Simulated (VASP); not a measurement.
# CoO (Pm-3m) in VASP: a series of runs, part 2 of 2

VASP 6.6.1. The steps go on from the part before.

### Step 4. Relaxation of cell and atoms, PBE+U, collinear spin, ferromagnetic start

This run uses another cell than the first one, of 8.37 Å³/atom.

File INCAR:

```
PREC = Accurate ; ENCUT = 600
EDIFF = 1E-6 ; ISMEAR = 0
SIGMA = 0.1 ; LREAL = F
LASPH = T ; NELM = 150
ALGO = Normal ; ISIF = 3
LWAVE = F ; LCHARG = F
ISPIN = 2 ; MAGMOM = 2.83 0.35
LORBIT = 11 ; LMAXMIX = 4
LDAU = T ; LDAUTYPE = 2
LDAUL = 2 -1 ; LDAUU = 3.32 0
LDAUJ = 0 0 ; LDAUPRINT = 1
GGA = PE ; IBRION = 2
NSW = 100 ; EDIFFG = -0.05
```

File KPOINTS:

```
regular mesh
0
Gamma
  8 8 8
```

File POSCAR:

```
CoO
1.0
    2.5580026086      0.0000000000      0.0000000000
    0.0000000000      2.5580026086      0.0000000000
    0.0000000000      0.0000000000      2.5580026086
Co O
1 1
Direct
    0.0000000000      0.0000000000      0.0000000000
    0.5000000000      0.5000000000      0.5000000000
```

Potentials or basis: VASP PAW PBE potentials, release 64 (Co, O).

Run with:

```
$ cat potpaw_PBE.64/Co/POTCAR potpaw_PBE.64/O/POTCAR > POTCAR
$ mpirun -np 1 vasp_std > vasp.out
```

OUTCAR:

```text
PREC = Accurate
   ENCUT = 600
   EDIFF = 1E-6
   ISMEAR = 0
   LREAL = F
   LASPH = T
   NELM = 150
   ISIF = 3
   ISPIN = 2
   LORBIT = 11
   GGA = PE
   IBRION = 2
   NSW = 100
   EDIFFG = -0.05

 ion  position               nearest neighbor table
   1  0.000  0.000  0.000-   2 2.22   2 2.22   2 2.22   2 2.22   2 2.22   2 2.22   2 2.22   2 2.22

   2  0.500  0.500  0.500-   1 2.22   1 2.22   1 2.22   1 2.22   1 2.22   1 2.22   1 2.22   1 2.22

  LATTYP: Found a simple cubic cell.
 ALAT       =     2.5580026086

  Lattice vectors:

 A1 = (   2.5580026086,   0.0000000000,   0.0000000000)
 A2 = (   0.0000000000,   2.5580026086,   0.0000000000)
 A3 = (   0.0000000000,   0.0000000000,   2.5580026086)

Analysis of symmetry for initial positions (statically):
=====================================================================
[... 302 lines left out ...]
  free energy    TOTEN  =       -11.29150462 eV

  energy without entropy =      -11.29150462  energy(sigma->0) =      -11.29150462

 E-fermi :   8.1102     XC(G=0): -12.7689

 val. band max:        7.6661441567   @ k =   0.5000   0.0000   0.0000
 cond. band min:       8.8362444295   @ k =   0.0000   0.0000   0.0000
 fundamental gap:      1.1701002727
 Fermi energy:         8.1101910444

 spin component 1

 k-point     1 :       0.0000    0.0000    0.0000
  band No.  band energies     occupation
      1     -11.3827      1.00000
      2       2.7060      1.00000
      3       2.7061      1.00000
      4       3.5060      1.00000
      5       3.5060      1.00000
      6       3.5062      1.00000
      7       6.0681      1.00000
      8       6.0681      1.00000
      9       6.0681      1.00000
     10       8.8362      0.00000
     11      22.7307      0.00000
     12      22.7308      0.00000
[... 786 lines left out ...]
  FREE ENERGIE OF THE ION-ELECTRON SYSTEM (eV)
  ---------------------------------------------------
  free  energy   TOTEN  =       -11.2915046250 eV

  energy  without entropy=      -11.2915046250  energy(sigma->0) =      -11.29150462

 reached required accuracy - stopping structural energy minimisation

 total charge

# of ion       s       p       d       tot
------------------------------------------
    1        0.291   0.336   7.104   7.730
    2        1.566   3.393   0.000   4.960
--------------------------------------------------
tot          1.857   3.729   7.104  12.690

 magnetization (x)

# of ion       s       p       d       tot
------------------------------------------
    1        0.012   0.014   2.663   2.689
    2        0.020   0.248   0.000   0.268
--------------------------------------------------
tot          0.032   0.262   2.663   2.957
```

OSZICAR:

```text
N       E                     dE             d eps       ncg     rms          rms(c)
DAV:   1     0.937504533528E+02    0.93750E+02   -0.81420E+03  1844   0.157E+03
DAV:   2    -0.665553995696E+01   -0.10041E+03   -0.86761E+02  1920   0.289E+02
[... 31 lines left out ...]
DAV:   4    -0.112945731312E+02    0.28391E-02   -0.31996E-03  1875   0.803E-01    0.514E-01
DAV:   5    -0.112914413020E+02    0.31318E-02   -0.20480E-03  2099   0.576E-01    0.818E-02
DAV:   6    -0.112914852811E+02   -0.43979E-04   -0.15256E-04  1900   0.148E-01    0.481E-02
DAV:   7    -0.112915014466E+02   -0.16166E-04   -0.35285E-05  1895   0.869E-02    0.313E-02
DAV:   8    -0.112915043614E+02   -0.29147E-05   -0.59316E-06  2232   0.532E-02    0.533E-03
DAV:   9    -0.112915046250E+02   -0.26364E-06   -0.21722E-06  1349   0.217E-02
   3 F= -.11291505E+02 E0= -.11291505E+02  d E =-.103957E+00  mag=     3.0000
```

CONTCAR:

```text
CoO
   1.00000000000000
     2.6416157414195003   -0.0000000000000000    0.0000000000000000
    -0.0000000000000000    2.6416157414195003    0.0000000000000000
    -0.0000000000000000    0.0000000000000000    2.6416157414195003
  Co              O
     1     1
Direct
     0.0000000000000000    0.0000000000000000    0.0000000000000000
     0.5000000000000000    0.5000000000000000    0.5000000000000000

  0.00000000E+00  0.00000000E+00  0.00000000E+00
  0.00000000E+00  0.00000000E+00  0.00000000E+00
```

It took 53 s on 1 thread of Intel Xeon 8259CL, shared host; peak memory 0.14 GiB.

Results:

```
Free energy                                           : -11.2915 eV
Relaxed volume                                        : 9.22 Å³/atom
Relaxed cell                                          : a = 2.642 Å, b = 2.642 Å, c = 2.642 Å, α = 90.00°, β = 90.00°, γ = 90.00°
Space group after relaxing (to 0.1 Å)                 : Pm-3m (No. 221)
Energy gained by relaxing                             : 52.0 meV/atom
Ionic steps                                           : 3
Pressure after relaxing                               : -0.1 GPa
Band gap on the k mesh                                : 1.17 eV (least direct gap 1.65 eV)
Net moment                                            : 3.00 μB per cell
Site moments                                          : Co +2.69; O +0.27 μB
Valence electrons inside the program's atomic spheres : Co 7.73; O 4.96
```

The path:
| step | energy change (eV) | largest force (eV/Å) | pressure (GPa) | volume (Å³) |
| --- | --- | --- | --- | --- |
| 1 | 0.0000 | 0.0000 | 21.36 | 16.74 |
| 2 | -0.0669 | 0.0000 | -9.60 | 19.59 |
| 3 | -0.1040 | 0.0000 | -0.06 | 18.43 |

Final structure:
```yaml
crystal:
  lattice:
    - [2.64162, 0.00000, 0.00000]
    - [0.00000, 2.64162, 0.00000]
    - [0.00000, 0.00000, 2.64162]
  atoms:
    - { symbol: Co, position: [0.00000, 0.00000, 0.00000] }
    - { symbol: O, position: [0.50000, 0.50000, 0.50000] }
```

Eigenvalues of the final occupation matrices:
```tsv
site	spin	trace	eigenvalues
site 1 d	1	4.90	0.96 0.96 0.99 0.99 0.99
site 1 d	2	2.23	0.11 0.11 0.11 0.95 0.95
```

Caveat: a cell with one magnetic atom can't hold antiferromagnetic order, which such compounds often take. A k mesh can miss the band edges.

### Step 5. The runs side by side

| task | cell | k mesh | cutoff (eV) | smearing | gap on the mesh (eV) | pressure (GPa) | moment (μB) |
| --- | --- | --- | --- | --- | --- | --- | --- |
| single point | a = 2.661 Å, 2 atoms | 10 × 10 × 10 | 520 | gaussian 0.02 eV | 1.03 | -3.8 | 3.00 |
| single point | a = 2.812 Å, 2 atoms | 10 × 10 × 10 | 520 | gaussian 0.02 eV | none | -22.3 | 3.00 |
| relaxation of cell and atoms | relaxed from a = 2.558 Å, 2 atoms | 8 × 8 × 8 | 600 | gaussian 0.1 eV | 1.17 | -0.1 | 3.00 |

Alike in all rows: level PBE+U; potentials or basis VASP PAW PBE potentials, release 64 (Co, O); spin collinear, ferromagnetic start; Co d U = 3.32 eV.

Caveats: a cell with one magnetic atom can't hold antiferromagnetic order, which such compounds often take; the cell stands under tension (at least some runs).

Total energies depend on the potentials used, so only differences within one code and one set of settings carry meaning.
